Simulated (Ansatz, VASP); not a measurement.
**One calculation of Se, two programs**

INCAR

```
PREC = Accurate ; ENCUT = 520
EDIFF = 1E-6 ; ISMEAR = -1
SIGMA = 0.1 ; LREAL = F
LASPH = T ; NELM = 80
ALGO = Normal ; ISIF = 2
LWAVE = F ; LCHARG = F
GGA = RE ; NBANDS = 16
```

Contents of KPOINTS:

```
regular mesh
0
Gamma
  9 9 10
```

The input POSCAR:

```
Se
1.0
    4.5775662809      0.0000000000      0.0000000000
   -2.2887831405      3.9642886868      0.0000000000
    0.0000000000      0.0000000000      3.3247564659
Se
3
Direct
    0.0000000000      0.0000000000      0.0000000000
    0.3333333333      0.6666666667      0.5000000000
    0.6666666667      0.3333333333      0.5000000000
```

Input for Ansatz:

```yaml
crystal:
  lattice:
    - [4.5775662809, 0.0, 0.0]
    - [-2.2887831405, 3.9642886868, 0.0]
    - [0.0, 0.0, 3.3247564659]
  atoms:
    - { symbol: Se, position: [0.0, 0.0, 0.0] }
    - { symbol: Se, position: [0.3333333333, 0.6666666667, 0.5] }
    - { symbol: Se, position: [0.6666666667, 0.3333333333, 0.5] }
hamiltonian:
  xc: revpbe
  pseudopotentials:
    kind: paw
    azcp:
      Se: "pseudopotentials/Se.paw.azcp"
basis:
  ecutwfc: 420
  fft_grid_basis: typed
kpoints:
  mp_grid: { grid: [9, 9, 10], shift: [0, 0, 0] }
magnetization:
  spin_polarized: false
scf:
  occupations: { method: fermi_dirac, width: 0.1 }
  lower_state_search: "off"
output:
  stress: true
```

Alike in both runs: task single point; functional revPBE; k mesh 9 × 9 × 10; occupations fermi-dirac, width 0.1 eV; no spin polarisation.

```csv
,VASP,Ansatz
version,VASP 6.6.1,Ansatz 0.2.0
potentials or method,"VASP PAW PBE potentials, release 64 (Se), cutoff 520 eV","plane waves (420 eV) with PAW, scalar-relativistic"
valence electrons in the cell,18,48
```

|  | VASP | Ansatz | Ansatz less VASP |
| --- | --- | --- | --- |
| pressure (GPa) | 6.1 | 6.1 | 0.00 |
| traceless stress, the component that is largest in VASP (GPa) | -1.80 | -1.80 | -0.005 |

VASP's potentials were made for PBE, not for revPBE. With one functional, cell and mesh, what is left measures potentials, basis and numerics. VASP's potentials hold 18 valence electrons a cell and Ansatz's 48, so a difference there can come from the potentials and not from the codes.
